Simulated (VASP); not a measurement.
The system is Sn.

```
Sn
1.0
     3.40987    0.00000    0.00000
    -1.70493    2.95303    0.00000
     0.00000    0.00000   11.13662
Sn
4
Direct
  0.00000 0.00000 0.00000
  0.00000 0.00000 0.50000
  0.33333 0.66667 0.25000
  0.66667 0.33333 0.75000
```

This isn't the form of Sn at room conditions, which is tetragonal (white tin).

| Property | Result |
| --- | --- |
| Program | VASP 6.6.1 |
| Task | relaxation of cell and atoms |
| Functional | BLYP |
| Potentials or basis | VASP PAW PBE potentials, release 64 (Sn_d) |
| Cutoff | 600 eV |
| k mesh | 11 × 11 × 3 |
| Occupations | fermi-dirac, width 0.1 eV |
| Spin | no spin polarisation |

At the start: pressure 4.1 GPa; volume 28.03 Å³/atom.

Task: Where does the relaxation end?

Result: Over 5 steps the energy falls by 32.7 meV/atom and the volume is 30.77 Å³/atom (+9.8 %); space group P6_3/mmc (No. 194, to 0.1 Å) before and after.

The path:
```
step  energy change (eV)  largest force (eV/Å)  pressure (GPa)  volume (Å³)
   1              0.0000                0.0000            4.14       112.14
   2             -0.1296                0.0000           -0.34       124.30
   3             -0.1308                0.0000            0.01       123.07
   4             -0.1308                0.0000           -0.06       123.30
   5             -0.1309                0.0000            0.00       123.08
```

Final structure:
```cif
data_structure
_symmetry_space_group_name_H-M 'P 1'
_symmetry_Int_Tables_number 1
_cell_length_a 3.5097
_cell_length_b 3.5097
_cell_length_c 11.5379
_cell_angle_alpha 90.000
_cell_angle_beta 90.000
_cell_angle_gamma 120.000
_cell_volume 123.08
loop_
_atom_site_label
_atom_site_type_symbol
_atom_site_fract_x
_atom_site_fract_y
_atom_site_fract_z
_atom_site_occupancy
Sn1 Sn 0.00000 0.00000 0.00000 1
Sn2 Sn 0.00000 0.00000 0.50000 1
Sn3 Sn 0.33333 0.66667 0.25000 1
Sn4 Sn 0.66667 0.33333 0.75000 1
```

Caveat: the PAW data sets were made with another functional, which shifts forces and pressure a little.
